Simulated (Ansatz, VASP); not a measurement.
**SiC in VASP and in Ansatz**

```
Si C
1.0
     3.07600    0.00000    0.00000
    -1.53800    2.66389    0.00000
     0.00000    0.00000    5.04800
Si C
2 2
Direct
  0.33333 0.66667 0.00000
  0.66667 0.33333 0.50000
  0.33333 0.66667 0.38500
  0.66667 0.33333 0.88500
```

Alike in both runs: task single point; functional LDA; k mesh 12 × 12 × 4; no spin polarisation.

|  | VASP | Ansatz |
| --- | --- | --- |
| version | VASP 6.6.1 | Ansatz 0.2.0 |
| potentials or method | VASP PAW LDA potentials, release 64 (Si, C), cutoff 520 eV | plane waves, PAW |
| occupations | gaussian, width 0.01 eV | fixed |
| valence electrons in the cell | 16 | 16 |

Ansatz gave:

| Property | Result |
| --- | --- |
| pressure (GPa) | -4.0 |
| traceless stress, the component that is largest in VASP (GPa) | -2.84 |

Problem. Estimate VASP's values.

Solution. Pressure (GPa): -3.6; traceless stress, the component that is largest in VASP (GPa): -2.85.

LDA's correlation is that of Perdew and Zunger in VASP and of Perdew and Wang (1992) in Ansatz.
